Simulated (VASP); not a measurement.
# GaN (I4/mmm) in VASP: notebook

Runs on GaN. Level: PBEsol. Tasks: single point.

Program: VASP 6.6.1. These are calculated values, not measurements. Logs are shortened: lines on timing, memory, paths and dates and some standing lists are left out, and cuts for length are marked.

## (1) The cell of the first run

It takes space group I4/mmm (No. 139, tetragonal). The conventional cell has a = 2.818 Å, b = 2.818 Å, c = 3.905 Å, α = 90.00°, β = 90.00°, γ = 90.00°. Within 2.6 Å of Ga (site symmetry 4/mmm) lie 6 N at 1.95 to 1.99 Å. Within 2.6 Å of N (site symmetry 4/mmm) lie 6 Ga at 1.95 to 1.99 Å.

## (2) Single point, PBEsol (zz strain of -2 %)

Contents of INCAR:

```
ALGO = Normal ; EDIFF = 1E-7
ENCUT = 520 ; GGA = PS
ISIF = 2 ; ISMEAR = -1
LASPH = T ; LCHARG = F
LREAL = F ; LWAVE = F
NBANDS = 16 ; NELM = 60
PREC = Accurate ; SIGMA = 0.02
```

Contents of KPOINTS:

```
k-points
0
Gamma
  13 13 13
```

Contents of POSCAR:

```
GaN
1.0
    0.0000000000      1.9925000000      1.9526500000
    1.9925000000      0.0000000000      1.9526500000
    1.9925000000      1.9925000000      0.0000000000
Ga N
1 1
Direct
    0.5000000000      0.5000000000      0.5000000000
    0.0000000000      0.0000000000      0.0000000000
```

Potentials or basis: VASP PAW PBE potentials, release 64 (Ga_d, N).

Launch:

```sh
$ cat potpaw_PBE.64/Ga_d/POTCAR potpaw_PBE.64/N/POTCAR > POTCAR
$ mpirun -np 1 vasp_std > vasp.out
```

OUTCAR:

```text
EDIFF = 1E-7
   ENCUT = 520
   GGA = PS
   ISIF = 2
   ISMEAR = -1
   LASPH = T
   LREAL = F
   NELM = 60
   PREC = Accurate

 ion  position               nearest neighbor table
   1  0.500  0.500  0.500-   2 1.95   2 1.95   2 1.99   2 1.99   2 1.99   2 1.99
   2  0.000  0.000  0.000-   1 1.95   1 1.95   1 1.99   1 1.99   1 1.99   1 1.99

  LATTYP: Found a body centered tetragonal cell.
 ALAT       =     2.8178205230
 C/A-ratio  =     1.3859292911

  Lattice vectors:

 A1 = (   0.0000000000,  -1.9925000000,  -1.9526500000)
 A2 = (   0.0000000000,   1.9925000000,  -1.9526500000)
 A3 = (   1.9925000000,   0.0000000000,   1.9526500000)

Analysis of symmetry for initial positions (statically):
=====================================================================
 Subroutine PRICEL returns:
 Original cell was already a primitive cell.

 Routine SETGRP: Setting up the symmetry group for a
 body centered tetragonal supercell.

 Subroutine GETGRP returns: Found 16 space group operations
 (whereof 16 operations were pure point group operations)
 out of a pool of 16 trial point group operations.

The static configuration has the point symmetry D_4h.

Analysis of symmetry for dynamics (positions and initial velocities):
=====================================================================
 Subroutine PRICEL returns:
 Original cell was already a primitive cell.

 Routine SETGRP: Setting up the symmetry group for a
 body centered tetragonal supercell.

 Subroutine GETGRP returns: Found 16 space group operations
 (whereof 16 operations were pure point group operations)
 out of a pool of 16 trial point group operations.

The dynamic configuration has the point symmetry D_4h.

 Subroutine INISYM returns: Found 16 space group operations
 (whereof 16 operations are pure point group operations),
 and found     1 'primitive' translations

----------------------------------------------------------------------------------------

                                     Primitive cell

  volume of cell :      15.5043

  direct lattice vectors                    reciprocal lattice vectors
     0.000000000  1.992500000  1.952650000    -0.250941029  0.250941029  0.256062274
     1.992500000  0.000000000  1.952650000     0.250941029 -0.250941029  0.256062274
     1.992500000  1.992500000  0.000000000     0.250941029  0.250941029 -0.256062274

  length of vectors
     2.789784628  2.789784628  2.817820523     0.437619342  0.437619342  0.437619342

  position of ions in fractional coordinates (direct lattice)
     0.500000000  0.500000000  0.500000000
     0.000000000  0.000000000  0.000000000

  ion indices of the primitive-cell ions
   primitive index   ion index
                 1           1
                 2           2

----------------------------------------------------------------------------------------

 KPOINTS: k-points

Automatic generation of k-mesh.
 Grid dimensions read from file:
 generate k-points for:   13   13   13

 Generating k-lattice:

  Cartesian coordinates                     Fractional coordinates (reciprocal lattice)
    -0.019303156  0.019303156  0.019697098     0.076923077 -0.000000000  0.000000000
     0.019303156 -0.019303156  0.019697098    -0.000000000  0.076923077  0.000000000
     0.019303156  0.019303156 -0.019697098     0.000000000  0.000000000  0.076923077

  Length of vectors
     0.033663026  0.033663026  0.033663026

  Shift w.r.t. Gamma in fractional coordinates (k-lattice)
     0.000000000  0.000000000  0.000000000

 Subroutine IBZKPT returns following result:
 ===========================================

 Found    196 irreducible k-points:

 Following reciprocal coordinates:
            Coordinates               Weight
  0.000000  0.000000  0.000000      1.000000
  0.076923  0.000000  0.000000      8.000000
  0.153846  0.000000  0.000000      8.000000
  0.230769 -0.000000  0.000000      8.000000
  0.307692  0.000000  0.000000      8.000000
  0.384615 -0.000000  0.000000      8.000000
[... 16 lines left out ...]
  0.384615  0.153846  0.000000      8.000000
  0.461538  0.153846  0.000000      8.000000
 [... further k-points ...]
   k-points           NKPTS =    196   k-points in BZ     NKDIM =    196   number of bands    NBANDS=     16
   number of dos      NEDOS =    301   number of ions     NIONS =      2
   total plane-waves  NPLWV =  13824
   dimension x,y,z NGX =    24 NGY =   24 NGZ =   24
   dimension x,y,z NGXF=    48 NGYF=   48 NGZF=   48
   ions per type =               1   1
   NGX,Y,Z   is equivalent  to a cutoff of  14.30, 14.30, 14.16 a.u.
   NGXF,Y,Z  is equivalent  to a cutoff of  28.60, 28.60, 28.32 a.u.
 SYSTEM =  unknown system
   PREC   = accura    normal or accurate (medium, high low for compatibility)
   ISTART =      0    job   : 0-new  1-cont  2-samecut
   ICHARG =      2    charge: 1-file 2-atom 10-const
   ISPIN  =      1    spin polarized calculation?
   LNONCOLLINEAR =      F non collinear calculations
   LSORBIT =      F    spin-orbit coupling
   LASPH  =      T    aspherical Exc in radial PAW
   ENCUT  =  520.0 eV  38.22 Ry    6.18 a.u.   5.19  5.19  5.24*2*pi/ulx,y,z
   NELM   =     60;   NELMIN=  2; NELMDL= -5     # of ELM steps
   EDIFF  = 0.1E-06   stopping-criterion for ELM
   LREAL  =      F    real-space projection
   EDIFFG = 0.1E-05   stopping-criterion for IOM
   NSW    =      0    number of steps for IOM
   IBRION =     -1    ionic relax: 0-MD 1-quasi-New 2-CG
   NFREE  =      0    steps in history (QN), initial steepest desc. (CG)
   ISIF   =      2    stress and relaxation
   ISYM   =      2    0-nonsym 1-usesym 2-fastsym
   POTIM  = 0.5000    time-step for ionic-motion
   TEBEG  =    0.0;   TEEND  =   0.0 temperature during run
   PSTRESS=    0.0 pullay stress
   NELECT =      18.0000    total number of electrons
   NUPDOWN=      -1.0000    fix difference up-down
   EMIN   =  10.00;   EMAX   =-10.00  energy-range for DOS
   EFERMI =   0.00;   METHOD = LEGACY
   ISMEAR =    -1;   SIGMA  =   0.02  broadening in eV -4-tet -1-fermi 0-gaus
   EFERMI_NEDOS =   21; number of points for ismear=-14 and -15
   IALGO  =     38    algorithm
   IMIX   =      4    mixing-type and parameters
     AMIX     =   0.40;   BMIX     =  1.00
     AMIX_MAG =   1.60;   BMIX_MAG =  1.00
  volume/ion in A,a.u.               =       7.75        52.31
  Fermi-wavevector in a.u.,A,eV,Ry     =   1.720608  3.251478 40.279945  2.960492
  Thomas-Fermi vector in A             =   2.797016
   LORBIT       =      0    0 simple, 1 ext, 2 COOP (PROOUT), +10 PAW based schemes
   GGA     = PS    functional components
   LHFCALC =     F    Hartree Fock is set to
   AEXX    =    0.0000 exact exchange contribution
   IVDW    =     0    specifies the selected vdW correction
   LEPSILON=     F    determine dielectric tensor
   LRPA    =     F    only Hartree local field effects (RPA)
 non-spin polarized calculation
  energy-cutoff  :      520.00
  volume of cell :       15.50
 maximum number of plane-waves:       436
 NGX is ok and might be reduce to    24
   NGX = 11   NGY = 11   NGZ = 11

 number of electron      17.9999995 magnetization

 Free energy of the ion-electron system (eV)
  ---------------------------------------------------
  ext. energy  EPLUGINS =         0.00000000
  ---------------------------------------------------
  free energy    TOTEN  =       -11.64711486 eV

  energy without entropy =      -11.64711486  energy(sigma->0) =      -11.64711486

 E-fermi :  11.0269     XC(G=0): -14.4528

 val. band max:       10.5199605473   @ k =  -0.2308   0.0000   0.1538
 cond. band min:      12.2881159897   @ k =   0.4615   0.4615   0.0000
 fundamental gap:      1.7681554424
 Fermi energy:        11.0269131293

 k-point     1 :       0.0000    0.0000    0.0000
  band No.  band energies     occupation
      1      -9.0365      2.00000
      2      -3.4921      2.00000
      3      -3.4921      2.00000
      4      -3.4659      2.00000
      5      -3.3395      2.00000
      6      -3.3027      2.00000
[... 8 lines left out ...]
     15      28.9101      0.00000
     16      28.9101      0.00000

 k-point     2 :       0.0769    0.0000    0.0000
  band No.  band energies     occupation
      1      -8.8956      2.00000
      2      -3.4991      2.00000
      3      -3.4818      2.00000
      4      -3.4602      2.00000
      5      -3.3549      2.00000
      6      -3.3226      2.00000
[... 8 lines left out ...]
     15      28.4353      0.00000
     16      29.0509      0.00000

 k-point     3 :       0.1538    0.0000    0.0000
  band No.  band energies     occupation
      1      -8.4794      2.00000
      2      -3.5315      2.00000
      3      -3.4953      2.00000
      4      -3.4694      2.00000
      5      -3.3545      2.00000
      6      -3.3400      2.00000
[... 8 lines left out ...]
     15      28.6069      0.00000
     16      28.9069      0.00000

 k-point     4 :       0.2308   -0.0000    0.0000
  band No.  band energies     occupation
      1      -7.8098      2.00000
      2      -3.5879      2.00000
      3      -3.5773      2.00000
      4      -3.5529      2.00000
      5      -3.2884      2.00000
      6      -3.2879      2.00000
[... 8 lines left out ...]
     15      29.7343      0.00000
     16      29.7992      0.00000
[... 324 lines left out ...]
 k-point    22 :       0.3077    0.1538    0.0000
  band No.  band energies     occupation
      1      -7.1471      2.00000
      2      -3.7048      2.00000
      3      -3.6069      2.00000
      4      -3.4757      2.00000
      5      -3.2435      2.00000
      6      -3.1719      2.00000
[... 8 lines left out ...]
     15      33.0815      0.00000
     16      34.1594      0.00000

 k-point    23 :       0.3846    0.1538    0.0000
  band No.  band energies     occupation
      1      -6.3883      2.00000
      2      -3.7890      2.00000
      3      -3.5871      2.00000
      4      -3.5624      2.00000
      5      -3.1027      2.00000
      6      -3.0748      2.00000
[... 8 lines left out ...]
     15      33.3698      0.00000
     16      35.6168      0.00000

 k-point    24 :       0.4615    0.1538    0.0000
  band No.  band energies     occupation
      1      -5.7301      2.00000
      2      -3.8680      2.00000
      3      -3.6451      2.00000
      4      -3.5224      2.00000
      5      -3.0679      2.00000
      6      -2.8157      2.00000
[... 8 lines left out ...]
     15      33.7476      0.00000
     16      36.9257      0.00000

 [... further k-points ...]
[... 5 lines left out ...]
  --------------------------------------------------------------------------------------
  -------------------------------------------------------------------------------------
  Total        6.3843911      6.3843911      7.4703999      0.0000000     -0.0000000      0.0000000
  in kB      659.7494053    659.7494053    771.9752458      0.0000000     -0.0000000      0.0000000
  external PRESSURE =     697.1580188 kB  Pullay stress =       0.0000000 kB

 VOLUME and BASIS-vectors are now :
 -----------------------------------------------------------------------------
  energy-cutoff  :      520.00
  volume of cell :       15.50
      direct lattice vectors                 reciprocal lattice vectors
     0.000000000  1.992500000  1.952650000    -0.250941029  0.250941029  0.256062274
     1.992500000  0.000000000  1.952650000     0.250941029 -0.250941029  0.256062274
     1.992500000  1.992500000  0.000000000     0.250941029  0.250941029 -0.256062274

 POSITION                                       TOTAL-FORCE (eV/Angst)
 -----------------------------------------------------------------------------------
      1.99250      1.99250      1.95265        -0.000000     -0.000000     -0.000000
      0.00000      0.00000      0.00000         0.000000      0.000000      0.000000
 -----------------------------------------------------------------------------------
    total drift:                                0.000000     -0.000000      0.000000

  FREE ENERGIE OF THE ION-ELECTRON SYSTEM (eV)
  ---------------------------------------------------
  free  energy   TOTEN  =       -11.6471148550 eV

  energy  without entropy=      -11.6471148550  energy(sigma->0) =      -11.64711486
```

It took 25 s on 1 thread of Intel Xeon 6975P-C (Granite Rapids), shared host; peak memory 0.18 GiB.

What came out:

```
Free energy            : -11.6471 eV
Pressure               : 69.7 GPa
Band gap on the k mesh : 1.77 eV, indirect (least direct gap 5.47 eV)
```

Stress tensor (GPa, compression positive):
```
65.97  0.00  0.00
 0.00 65.97  0.00
 0.00  0.00 77.20
```

Levels at points of the mesh, in eV from the valence-band top:
```csv
k point,band 7,band 8,band 9,band 10,band 11,band 12
"(0.00, 0.00, 0.00)",-0.96,-0.77,-0.77,4.70,15.75,15.75
```

Caveat: the cell differs from its parent crystal (zz strain of -2 %); the PAW data sets were made with another functional, which shifts forces and pressure a little. A k mesh can miss the band edges.

## (3) Single point, PBEsol (equal xx and yy strain of -1 %)

Contents of INCAR:

```
PREC = Accurate
ENCUT = 520
EDIFF = 1E-6
ISMEAR = -1
SIGMA = 0.02
LREAL = F
LASPH = T
NELM = 60
ALGO = Normal
ISIF = 2
LWAVE = F
LCHARG = F
GGA = PS
NBANDS = 16
```

Contents of KPOINTS:

```
Automatic mesh
0
Gamma
  13 13 13
```

Contents of POSCAR:

```
GaN
1.0
    0.0000000000      1.9725750000      1.9925000000
    1.9725750000      0.0000000000      1.9925000000
    1.9725750000      1.9725750000      0.0000000000
Ga N
1 1
Direct
    0.5000000000      0.5000000000      0.5000000000
    0.0000000000      0.0000000000      0.0000000000
```

Potentials or basis: VASP PAW PBE potentials, release 64 (Ga_d, N).

Launch:

```sh
$ cat potpaw_PBE.64/Ga_d/POTCAR potpaw_PBE.64/N/POTCAR > POTCAR
$ mpirun -np 1 vasp_std > vasp.out
```

It took 23 s on 1 thread of Intel Xeon 6975P-C (Granite Rapids), shared host; peak memory 0.17 GiB.

The run converged. Its results:

```yaml
Free_energy: -11.6533 eV
Pressure: 69.4 GPa
Band_gap_on_the_k_mesh: 1.89 eV, indirect (least direct gap 5.47 eV)
```

Stress tensor (GPa, compression positive):
```
71.22  0.00  0.00
 0.00 71.22  0.00
 0.00  0.00 65.74
```

Levels at points of the mesh, in eV from the valence-band top:
```csv
k point,band 7,band 8,band 9,band 10,band 11,band 12
"(0.00, 0.00, 0.00)",-0.87,-0.87,-0.77,4.70,15.74,15.82
```

Caveat: the cell differs from its parent crystal (equal xx and yy strain of -1 %); the PAW data sets were made with another functional, which shifts forces and pressure a little. A k mesh can miss the band edges.

## (4) Single point, PBEsol (zz strain of -1 %)

Contents of INCAR:

```
SYSTEM = GaN
PREC = Accurate
ENCUT = 520
EDIFF = 1E-7
ISMEAR = -1
SIGMA = 0.02
LREAL = .FALSE.
LASPH = .TRUE.
NELM = 100
ALGO = Normal
ISIF = 2
LWAVE = .FALSE.
LCHARG = .FALSE.
GGA = PS
NBANDS = 16
```

Contents of KPOINTS:

```
regular mesh
0
G
  13 13 13
  0 0 0
```

Contents of POSCAR:

```
GaN
1.0
    0.0000000000      1.9925000000      1.9725750000
    1.9925000000      0.0000000000      1.9725750000
    1.9925000000      1.9925000000      0.0000000000
Ga N
1 1
Direct
    0.5000000000      0.5000000000      0.5000000000
    0.0000000000      0.0000000000      0.0000000000
```

Potentials or basis: VASP PAW PBE potentials, release 64 (Ga_d, N).

Launch:

```sh
$ cat potpaw_PBE.64/Ga_d/POTCAR potpaw_PBE.64/N/POTCAR > POTCAR
$ mpirun -np 1 vasp_std > vasp.out
```

OUTCAR:

```text
SYSTEM = GaN
   PREC = Accurate
   ENCUT = 520
   EDIFF = 1E-7
   ISMEAR = -1
   LREAL = .FALSE.
   LASPH = .TRUE.
   NELM = 100
   ISIF = 2
   GGA = PS

 ion  position               nearest neighbor table
   1  0.500  0.500  0.500-   2 1.97   2 1.97   2 1.99   2 1.99   2 1.99   2 1.99
   2  0.000  0.000  0.000-   1 1.97   1 1.97   1 1.99   1 1.99   1 1.99   1 1.99

  LATTYP: Found a body centered tetragonal cell.
 ALAT       =     2.8178205230
 C/A-ratio  =     1.4000714267

  Lattice vectors:

 A1 = (   0.0000000000,  -1.9925000000,  -1.9725750000)
[... 626 lines left out ...]
      4      -3.6623      2.00000
      5      -3.2280      2.00000
      6      -2.9539      2.00000
[... 8 lines left out ...]
     15      33.3515      0.00000
     16      36.6298      0.00000

 [... further k-points ...]
[... 5 lines left out ...]
  --------------------------------------------------------------------------------------
  -------------------------------------------------------------------------------------
  Total        6.1236399      6.1236399      6.6402787      0.0000000     -0.0000000     -0.0000000
  in kB      626.4119712    626.4119712    679.2610464      0.0000000     -0.0000000     -0.0000000
  external PRESSURE =     644.0283296 kB  Pullay stress =       0.0000000 kB

 VOLUME and BASIS-vectors are now :
 -----------------------------------------------------------------------------
  energy-cutoff  :      520.00
  volume of cell :       15.66
      direct lattice vectors                 reciprocal lattice vectors
     0.000000000  1.992500000  1.972575000    -0.250941029  0.250941029  0.253475787
     1.992500000  0.000000000  1.972575000     0.250941029 -0.250941029  0.253475787
     1.992500000  1.992500000  0.000000000     0.250941029  0.250941029 -0.253475787

 POSITION                                       TOTAL-FORCE (eV/Angst)
 -----------------------------------------------------------------------------------
      1.99250      1.99250      1.97257        -0.000000     -0.000000     -0.000000
      0.00000      0.00000      0.00000         0.000000      0.000000      0.000000
 -----------------------------------------------------------------------------------
    total drift:                                0.000000     -0.000000      0.000000

  FREE ENERGIE OF THE ION-ELECTRON SYSTEM (eV)
  ---------------------------------------------------
  free  energy   TOTEN  =       -11.7188560515 eV

  energy  without entropy=      -11.7188560515  energy(sigma->0) =      -11.71885605
```

OSZICAR:

```text
N       E                     dE             d eps       ncg     rms          rms(c)
DAV:   1     0.717417912444E+02    0.71742E+02   -0.87528E+03  7032   0.225E+03
DAV:   2    -0.955334256593E+01   -0.81295E+02   -0.76261E+02  7104   0.327E+02
DAV:   3    -0.136038266353E+02   -0.40505E+01   -0.40347E+01  7336   0.623E+01
DAV:   4    -0.136359383787E+02   -0.32112E-01   -0.32109E-01  7600   0.565E+00
DAV:   5    -0.136362386071E+02   -0.30023E-03   -0.30023E-03  7808   0.515E-01    0.756E+00
DAV:   6    -0.117831428541E+02    0.18531E+01   -0.35473E+00  9344   0.476E+01    0.253E+00
DAV:   7    -0.117439344851E+02    0.39208E-01   -0.29121E-01  7184   0.512E+00    0.163E+00
DAV:   8    -0.117204884303E+02    0.23446E-01   -0.22887E-02  8760   0.262E+00    0.352E-01
DAV:   9    -0.117189177130E+02    0.15707E-02   -0.53033E-03  8352   0.240E+00    0.742E-02
DAV:  10    -0.117188570755E+02    0.60638E-04   -0.31625E-04  7088   0.222E-01    0.242E-02
DAV:  11    -0.117188555977E+02    0.14778E-05   -0.41405E-05  8416   0.938E-02    0.174E-02
DAV:  12    -0.117188560549E+02   -0.45728E-06   -0.13464E-06  7008   0.121E-02    0.526E-03
DAV:  13    -0.117188560515E+02    0.34943E-08   -0.30546E-08  5424   0.265E-03
   1 F= -.11718856E+02 E0= -.11718856E+02  d E =-.676267E-12
```

Run time: 25 s. Hardware: 1 thread of Intel Xeon 6975P-C (Granite Rapids), shared host; peak memory 0.17 GiB.

Results:

```
Free energy            : -11.7189 eV
Pressure               : 64.4 GPa
Band gap on the k mesh : 1.79 eV, indirect (least direct gap 5.34 eV)
```

Levels at points of the mesh, in eV from the valence-band top:
```
           k point  band 5  band 6  band 7  band 8  band 9  band 10  band 11  band 12  band 13  band 14
(0.00, 0.00, 0.00)  -13.83  -13.81   -0.86   -0.77   -0.77     4.57    15.72    15.72    15.80    16.47
```

Caveat: the cell differs from its parent crystal (zz strain of -1 %); the PAW data sets were made with another functional, which shifts forces and pressure a little.

## (5) The runs side by side

| cell | gap on the mesh (eV) | pressure (GPa) |
| --- | --- | --- |
| a = 2.790, b = 2.790, c = 2.818 Å, angles 59.7, 59.7, 60.7°, 2 atoms | 1.77 | 69.7 |
| a = 2.804, b = 2.804, c = 2.790 Å, angles 60.2, 60.2, 59.7°, 2 atoms | 1.89 | 69.4 |
| a = 2.804, b = 2.804, c = 2.818 Å, angles 59.8, 59.8, 60.3°, 2 atoms | 1.79 | 64.4 |

Alike in all rows: task single point; level PBEsol; potentials or basis VASP PAW PBE potentials, release 64 (Ga_d, N); no spin polarisation; k mesh 13 × 13 × 13; cutoff (eV) 520; smearing fermi-dirac 0.02 eV.

Caveats: the PAW data sets were made with another functional, which shifts forces and pressure a little.

Total energies depend on the potentials used, so only differences within one code and one set of settings carry meaning.
